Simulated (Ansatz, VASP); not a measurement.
## One calculation of WS2, two programs

The input INCAR:

```
PREC = Accurate
ENCUT = 520
EDIFF = 1E-8
ISMEAR = -1
SIGMA = 0.08
LREAL = False
LASPH = True
NELM = 60
ALGO = Normal
ISIF = 2
LWAVE = False
LCHARG = False
GGA = CA
LEFG = True
NBANDS = 20
```

The input KPOINTS:

```
Automatic mesh
0
Gamma
  13 13 13
```

File POSCAR:

```
WS2
1.0
    1.5316303728      0.8842872080      6.1633300000
   -1.5316303728      0.8842872080      6.1633300000
    0.0000000000     -1.7685744160      6.1633300000
W S
1 2
Direct
    0.0000000000      0.0000000000      0.0000000000
    0.7503000000      0.7503000000      0.7503000000
    0.5810000000      0.5810000000      0.5810000000
```

Input for Ansatz:

```yaml
crystal:
  lattice:
    - [1.5316303728, 0.884287208, 6.16333]
    - [-1.5316303728, 0.884287208, 6.16333]
    - [0.0, -1.768574416, 6.16333]
  atoms:
    - { symbol: W, position: [0.0, 0.0, 0.0] }
    - { symbol: S, position: [0.7503, 0.7503, 0.7503] }
    - { symbol: S, position: [0.581, 0.581, 0.581] }
kpoints:
  mp_grid: { grid: [13, 13, 13] }
scf:
  occupations: { method: fermi_dirac, width: 0.08 }
hamiltonian:
  xc: lda
  pseudopotentials: { kind: all_electron, datasets: crystal }
output:
  forces: true
  stress: true
  eigenvalues: true
  efg: { contact_densities: true }
```

Change from the starting cell: equal xx and yy strain of -3 %, crystal datasets.

Alike in both runs: task electric field gradients; functional LDA; k mesh 13 × 13 × 13; occupations fermi-dirac, width 0.08 eV; no spin polarisation.

|  | VASP | Ansatz |
| --- | --- | --- |
| version | VASP 6.6.1 | Ansatz 0.2.0 |
| potentials or method | VASP PAW LDA potentials, release 64 (W_sv, S), cutoff 520 eV | all-electron PAW with datasets made for the crystal, scalar-relativistic |

Ansatz gave:

* pressure (GPa): 7.3
* traceless stress, the component that is largest in VASP (GPa): -3.07
* rms of the force components (eV/Å): 0.350
* size of Vzz on the site where it differs most (V/Å²): 160.6

Q: What did VASP give for the same quantities?

A: Pressure (GPa): 7.8; traceless stress, the component that is largest in VASP (GPa): -3.06; rms of the force components (eV/Å): 0.368; size of Vzz on the site where it differs most (V/Å²): 153.0.

LDA's correlation is that of Perdew and Zunger in VASP and of Perdew and Wang (1992) in Ansatz. Atom by atom the forces differ by 0.026 eV/Å (rms over components). Ansatz ran all-electron here, and VASP with PAW potentials.

Neither program's run includes spin-orbit coupling.
